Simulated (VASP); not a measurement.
# Tl12F (a cell with a defect) in VASP: single point with PBE

Aim: the single point of Tl12F (a cell with a defect) with PBE.

Everything below comes from runs of VASP 6.6.1. Logs are shortened: lines on timing, memory, paths and dates and some standing lists are left out, and cuts for length are marked.

## Step 1: The cell of the first run

The cell holds a defect, 13 atoms: a = 6.920 Å, b = 10.380 Å, c = 5.533 Å, α = 90.00°, β = 90.00°, γ = 120.00°.

## Step 2: Single point, PBE

Contents of INCAR:

```
SYSTEM = Tl12F
PREC = Accurate
ENCUT = 520
EDIFF = 1E-6
ISMEAR = -1
SIGMA = 0.05
LREAL = .False.
LASPH = .True.
NELM = 100
ALGO = Normal
ISIF = 2
LWAVE = .False.
LCHARG = .True.
GGA = PE
LELF = .True.
LVHAR = .True.
NBANDS = 94
```

Contents of KPOINTS:

```
Automatic mesh
0
Gamma
  2 2 3
  0 0 0
```

Contents of POSCAR:

```
Tl12F
1.0
    6.9200000000      0.0000000000      0.0000000000
   -5.1900000000      8.9893440000      0.0000000000
    0.0000000000      0.0000000000      5.5325400000
Tl F
12 1
Direct
    0.0055205096     -0.0031831290     -0.0317714663
    0.1797421832      0.2207929751      0.5352675676
    0.0052040029      0.3555610603     -0.0161610816
    0.1686070226      0.5518594140      0.4781834992
   -0.0073965004      0.6730498072     -0.0108521199
    0.1761022228      0.8878857717      0.4508459705
    0.4879006262      0.0005095030     -0.0341708196
    0.6591787721      0.2250712332      0.5334408125
    0.4904378887      0.3336537533      0.0507608589
    0.6731168337      0.5491260042      0.5097882911
    0.4977773592      0.6705170597      0.0195524463
    0.6636020369      0.8689008450      0.5141069856
    0.8362248425      0.1154157021      0.2495865557
```

Potentials or basis: VASP PAW PBE potentials, release 64 (Tl_d, F).

Launch:

```
$ cat potpaw_PBE.64/Tl_d/POTCAR potpaw_PBE.64/F/POTCAR > POTCAR
$ mpirun -np 1 vasp_std > vasp.out
```

OUTCAR:

```text
SYSTEM = Tl12F
   PREC = Accurate
   ENCUT = 520
   EDIFF = 1E-6
   ISMEAR = -1
   LREAL = .False.
   LASPH = .True.
   NELM = 100
   ISIF = 2
   GGA = PE

 ion  position               nearest neighbor table
   1  0.006  0.997  0.968-  13 2.60   2 3.13  12 3.25   5 3.32   7 3.32   6 3.34   9 3.46  11 3.46
                             6 3.49   7 3.60  12 3.65   3 3.73   2 3.73
   2  0.180  0.221  0.535-  13 2.60   1 3.13   9 3.27   8 3.30   3 3.36   9 3.41  10 3.41   6 3.47
                             4 3.49  12 3.61   8 3.62   1 3.73   3 3.80
   3  0.005  0.356  0.984-  13 2.61   8 3.25   4 3.26   4 3.31   5 3.34  11 3.35   2 3.36   9 3.47
                             9 3.50   7 3.64   8 3.68   1 3.73   2 3.80
   4  0.169  0.552  0.478-  11 3.22   3 3.26   3 3.31  12 3.37  10 3.42   5 3.45   6 3.47   8 3.47
                             2 3.49  10 3.51   5 3.55  11 3.59
   5  0.993  0.673  0.989-   6 3.21  10 3.28   1 3.32   3 3.34  11 3.42   7 3.42   4 3.45  10 3.46
                            11 3.51   9 3.52   4 3.55   6 3.55
   6  0.176  0.888  0.451-   5 3.21   7 3.27   1 3.34   7 3.41   8 3.45   4 3.47  12 3.47   2 3.47
                             1 3.49  12 3.49  10 3.51   5 3.55
   7  0.488  0.001  0.966-  13 2.61   8 3.13   6 3.27   1 3.32  12 3.35   6 3.41   5 3.42  11 3.47
                             9 3.48   1 3.60   3 3.64   8 3.73  12 3.77
   8  0.659  0.225  0.533-  13 2.58   7 3.13   3 3.25   2 3.30  10 3.32   9 3.33   6 3.45   4 3.47
                             9 3.48   2 3.62   3 3.68  12 3.71   7 3.73
   9  0.490  0.334  0.051-  10 3.20   2 3.27   8 3.33   2 3.41   1 3.46   3 3.47  11 3.48   7 3.48
                             8 3.48   3 3.50   5 3.52  10 3.57
  10  0.673  0.549  0.510-   9 3.20   5 3.28   8 3.32  12 3.35   2 3.41   4 3.42  11 3.46   5 3.46
                             4 3.51   6 3.51  11 3.54   9 3.57
  11  0.498  0.671  0.020-   4 3.22  12 3.27  12 3.32   3 3.35   5 3.42  10 3.46   1 3.46   7 3.47
                             9 3.48   5 3.51  10 3.54   4 3.59
  12  0.664  0.869  0.514-  13 2.66   1 3.25  11 3.27  11 3.32  10 3.35   7 3.35   4 3.37   6 3.47
                             6 3.49   2 3.61   1 3.65   8 3.71   7 3.77
  13  0.836  0.115  0.250-   8 2.58   2 2.60   1 2.60   7 2.61   3 2.61  12 2.66

  LATTYP: Found a simple monoclinic cell.
 ALAT       =     6.9200000000
 B/A-ratio  =     0.7995000000
 C/A-ratio  =     1.3228756993
 COS(beta)  =    -0.1889822302

  Lattice vectors:

 A1 = (   6.9200000000,   0.0000000000,   0.0000000000)
 A2 = (   0.0000000000,   0.0000000000,   5.5325400000)
 A3 = (  -1.7300000000,  -8.9893440000,   0.0000000000)

Analysis of symmetry for initial positions (statically):
=====================================================================
 Subroutine PRICEL returns:
 Original cell was already a primitive cell.

 Routine SETGRP: Setting up the symmetry group for a
 simple monoclinic supercell.

 Subroutine GETGRP returns: Found  1 space group operations
 (whereof  1 operations were pure point group operations)
 out of a pool of  4 trial point group operations.

The static configuration has the point symmetry C_1 .

Analysis of symmetry for dynamics (positions and initial velocities):
=====================================================================
 Subroutine PRICEL returns:
 Original cell was already a primitive cell.

 Routine SETGRP: Setting up the symmetry group for a
 simple monoclinic supercell.

 Subroutine GETGRP returns: Found  1 space group operations
 (whereof  1 operations were pure point group operations)
 out of a pool of  4 trial point group operations.

The dynamic configuration has the point symmetry C_1 .

 Subroutine INISYM returns: Found  1 space group operations
 (whereof  1 operations are pure point group operations),
 and found     1 'primitive' translations

----------------------------------------------------------------------------------------

                                     Primitive cell

  volume of cell :     344.1586

  direct lattice vectors                    reciprocal lattice vectors
     6.920000000  0.000000000  0.000000000     0.144508671  0.083432117  0.000000000
    -5.190000000  8.989344000  0.000000000     0.000000000  0.111242823  0.000000000
     0.000000000  0.000000000  5.532540000     0.000000000  0.000000000  0.180748806

  length of vectors
     6.920000000 10.380000267  5.532540000     0.166864238  0.111242823  0.180748806

  position of ions in fractional coordinates (direct lattice)
     0.005520510  0.996816871  0.968228534
     0.179742183  0.220792975  0.535267568
     0.005204003  0.355561060  0.983838918
     0.168607023  0.551859414  0.478183499
     0.992603500  0.673049807  0.989147880
     0.176102223  0.887885772  0.450845970
     0.487900626  0.000509503  0.965829180
     0.659178772  0.225071233  0.533440812
     0.490437889  0.333653753  0.050760859
     0.673116834  0.549126004  0.509788291
     0.497777359  0.670517060  0.019552446
     0.663602037  0.868900845  0.514106986
     0.836224843  0.115415702  0.249586556

  ion indices of the primitive-cell ions
   primitive index   ion index
                 1           1
                 2           2
                 3           3
                 4           4
                 5           5
                 6           6
                 7           7
                 8           8
                 9           9
                10          10
                11          11
                12          12
                13          13

----------------------------------------------------------------------------------------

 KPOINTS: Automatic mesh

Automatic generation of k-mesh.
 Grid dimensions read from file:
 generate k-points for:    2    2    3

 Generating k-lattice:

  Cartesian coordinates                     Fractional coordinates (reciprocal lattice)
     0.072254335  0.041716058  0.000000000     0.500000000  0.000000000  0.000000000
     0.000000000  0.055621411  0.000000000     0.000000000  0.500000000  0.000000000
     0.000000000  0.000000000  0.060249602     0.000000000  0.000000000  0.333333333

  Length of vectors
     0.083432119  0.055621411  0.060249602

  Shift w.r.t. Gamma in fractional coordinates (k-lattice)
     0.000000000  0.000000000  0.000000000

 Subroutine IBZKPT returns following result:
 ===========================================

 Found      8 irreducible k-points:

 Following reciprocal coordinates:
            Coordinates               Weight
  0.000000  0.000000  0.000000      1.000000
  0.500000 -0.000000  0.000000      1.000000
  0.000000  0.500000  0.000000      1.000000
  0.500000  0.500000  0.000000      1.000000
  0.000000  0.000000  0.333333      2.000000
  0.500000 -0.000000  0.333333      2.000000
  0.000000  0.500000  0.333333      2.000000
  0.500000  0.500000  0.333333      2.000000
   k-points           NKPTS =      8   k-points in BZ     NKDIM =      8   number of bands    NBANDS=     94
   number of dos      NEDOS =    301   number of ions     NIONS =     13
   total plane-waves  NPLWV = 181440
   dimension x,y,z NGX =    54 NGY =   80 NGZ =   42
   dimension x,y,z NGXF=   108 NGYF=  160 NGZF=   84
   ions per type =              12   1
   NGX,Y,Z   is equivalent  to a cutoff of  12.97, 12.81, 12.62 a.u.
   NGXF,Y,Z  is equivalent  to a cutoff of  25.95, 25.63, 25.24 a.u.
 SYSTEM =  Tl12F
   PREC   = accura    normal or accurate (medium, high low for compatibility)
   ISTART =      0    job   : 0-new  1-cont  2-samecut
   ICHARG =      2    charge: 1-file 2-atom 10-const
   ISPIN  =      1    spin polarized calculation?
   LNONCOLLINEAR =      F non collinear calculations
   LSORBIT =      F    spin-orbit coupling
   LASPH  =      T    aspherical Exc in radial PAW
   ENCUT  =  520.0 eV  38.22 Ry    6.18 a.u.  12.87 19.30 10.29*2*pi/ulx,y,z
   NELM   =    100;   NELMIN=  2; NELMDL= -5     # of ELM steps
   EDIFF  = 0.1E-05   stopping-criterion for ELM
   LREAL  =      F    real-space projection
   EDIFFG = 0.1E-04   stopping-criterion for IOM
   NSW    =      0    number of steps for IOM
   IBRION =     -1    ionic relax: 0-MD 1-quasi-New 2-CG
   NFREE  =      0    steps in history (QN), initial steepest desc. (CG)
   ISIF   =      2    stress and relaxation
   ISYM   =      2    0-nonsym 1-usesym 2-fastsym
   POTIM  = 0.5000    time-step for ionic-motion
   TEBEG  =    0.0;   TEEND  =   0.0 temperature during run
   PSTRESS=    0.0 pullay stress
   NELECT =     163.0000    total number of electrons
   NUPDOWN=      -1.0000    fix difference up-down
   EMIN   =  10.00;   EMAX   =-10.00  energy-range for DOS
   EFERMI =   0.00;   METHOD = LEGACY
   ISMEAR =    -1;   SIGMA  =   0.05  broadening in eV -4-tet -1-fermi 0-gaus
   EFERMI_NEDOS =   21; number of points for ismear=-14 and -15
   IALGO  =     38    algorithm
   IMIX   =      4    mixing-type and parameters
     AMIX     =   0.40;   BMIX     =  1.00
     AMIX_MAG =   1.60;   BMIX_MAG =  1.00
  volume/ion in A,a.u.               =      26.47       178.65
  Fermi-wavevector in a.u.,A,eV,Ry     =   1.276099  2.411478 22.156128  1.628429
  Thomas-Fermi vector in A             =   2.408774
   LORBIT       =      0    0 simple, 1 ext, 2 COOP (PROOUT), +10 PAW based schemes
   GGA     = PE    functional components
   LHFCALC =     F    Hartree Fock is set to
   AEXX    =    0.0000 exact exchange contribution
   IVDW    =     0    specifies the selected vdW correction
   LEPSILON=     F    determine dielectric tensor
   LRPA    =     F    only Hartree local field effects (RPA)
 non-spin polarized calculation
  energy-cutoff  :      520.00
  volume of cell :      344.16
 maximum number of plane-waves:      9300
 NGX is ok and might be reduce to    54
   NGX = 25   NGY = 39   NGZ = 21

 number of electron     163.0000006 magnetization

 Free energy of the ion-electron system (eV)
  ---------------------------------------------------
  ext. energy  EPLUGINS =         0.00000000
  ---------------------------------------------------
  free energy    TOTEN  =       -30.36172009 eV

  energy without entropy =      -30.32863585  energy(sigma->0) =      -30.34517797

 E-fermi :   6.8227     XC(G=0): -10.2901

 val. band max:        6.7961352778   @ k =   0.5000  -0.0000   0.0000
 cond. band min:       6.8436157862   @ k =   0.5000   0.5000   0.3333
 fundamental gap:      0.0474805083
 Fermi energy:         6.8227468286

 k-point     1 :       0.0000    0.0000    0.0000
  band No.  band energies     occupation
      1     -16.9076      2.00000
      2      -5.2664      2.00000
      3      -5.2343      2.00000
      4      -5.1874      2.00000
      5      -5.1716      2.00000
      6      -5.1503      2.00000
[... 85 lines left out ...]
     92       9.8346      0.00000
     93      10.1120      0.00000

 k-point     2 :       0.5000   -0.0000    0.0000
  band No.  band energies     occupation
      1     -16.9075      2.00000
      2      -5.1944      2.00000
      3      -5.1712      2.00000
      4      -5.1679      2.00000
      5      -5.1396      2.00000
      6      -5.1348      2.00000
[... 565 lines left out ...]
     92      11.1880      0.00000
     93      11.3364      0.00000

 k-point     8 :       0.5000    0.5000    0.3333
  band No.  band energies     occupation
      1     -16.9071      2.00000
      2      -5.1585      2.00000
      3      -5.1462      2.00000
      4      -5.1405      2.00000
      5      -5.1230      2.00000
      6      -5.1166      2.00000
[... 85 lines left out ...]
     92       9.8173      0.00000
     93      10.3292      0.00000
 [bands above 93 left out]

------------------------ aborting loop because EDIFF is reached ----------------------------------------

  FORCE on cell =-STRESS in cart. coord.  units (eV):
  Direction    XX          YY          ZZ          XY          YZ          ZX
  --------------------------------------------------------------------------------------
  -------------------------------------------------------------------------------------
  Total       10.6658610     13.4204921      9.6049705      1.3790685      0.3316213      0.9177141
  in kB       49.6532689     62.4770287     44.7144568      6.4200404      1.5438116      4.2722761
  external PRESSURE =      52.2815848 kB  Pullay stress =       0.0000000 kB

 VOLUME and BASIS-vectors are now :
 -----------------------------------------------------------------------------
  energy-cutoff  :      520.00
  volume of cell :      344.16
      direct lattice vectors                 reciprocal lattice vectors
     6.920000000  0.000000000  0.000000000     0.144508671  0.083432117  0.000000000
    -5.190000000  8.989344000  0.000000000     0.000000000  0.111242823  0.000000000
     0.000000000  0.000000000  5.532540000     0.000000000  0.000000000  0.180748806

 POSITION                                       TOTAL-FORCE (eV/Angst)
 -----------------------------------------------------------------------------------
     -5.13528      8.96073      5.35676        -0.014877      0.018613      0.009910
      0.09790      1.98478      2.96139        -0.059645      0.025476      0.025108
     -1.80935      3.19626      5.44313        -0.000039     -0.001432     -0.077220
     -1.69739      4.96085      2.64557         0.012542     -0.001468      0.045932
      3.37569      6.05028      5.47250        -0.029969     -0.007752     -0.063962
     -3.38950      7.98151      2.49432         0.025374      0.016813      0.043098
      3.37363      0.00458      5.34349         0.034046     -0.012806     -0.010548
      3.39340      2.02324      2.95128         0.036069     -0.008758      0.007634
      1.66217      2.99933      0.28084        -0.021023     -0.021317     -0.057211
      1.80800      4.93628      2.82042         0.023000      0.017536      0.064258
     -0.03536      6.02751      0.10817        -0.008490      0.006128     -0.037546
      0.08253      7.81085      2.84432        -0.001121     -0.001824      0.043200
      5.18767      1.03751      1.38085         0.004133     -0.029210      0.007347
 -----------------------------------------------------------------------------------
    total drift:                               -0.000331      0.000184     -0.000344

  FREE ENERGIE OF THE ION-ELECTRON SYSTEM (eV)
  ---------------------------------------------------
  free  energy   TOTEN  =       -30.3617200877 eV

  energy  without entropy=      -30.3286358465  energy(sigma->0) =      -30.34517797
```

It took 5.7 min on 1 thread of Intel Xeon Platinum 8488C (Sapphire Rapids), shared host; peak memory 0.52 GiB.

Results:

```yaml
Free_energy: -30.3617 eV
Pressure: 5.2 GPa
Largest_force: 0.077 eV/Å
Band_gap_on_the_k_mesh: zero (an odd number of electrons rules out a gap without spin polarisation)
```

Forces in eV/Å, atoms in the order of the input:
```
Tl  -0.015  0.019  0.010
Tl  -0.060  0.025  0.025
Tl   0.000 -0.001 -0.077
Tl   0.013 -0.001  0.046
Tl  -0.030 -0.008 -0.064
Tl   0.025  0.017  0.043
Tl   0.034 -0.013 -0.011
Tl   0.036 -0.009  0.008
Tl  -0.021 -0.021 -0.057
Tl   0.023  0.018  0.064
Tl  -0.008  0.006 -0.038
Tl  -0.001 -0.002  0.043
F    0.004 -0.029  0.007
```

Caveat: the k points lie up to 0.46 Å⁻¹ apart, too coarse for converged energies and pressures of a metal; spin-orbit coupling is left out, which moves the levels of the heavy elements.

The gap in the log of VASP goes by the Fermi energy; the results here count the filled bands.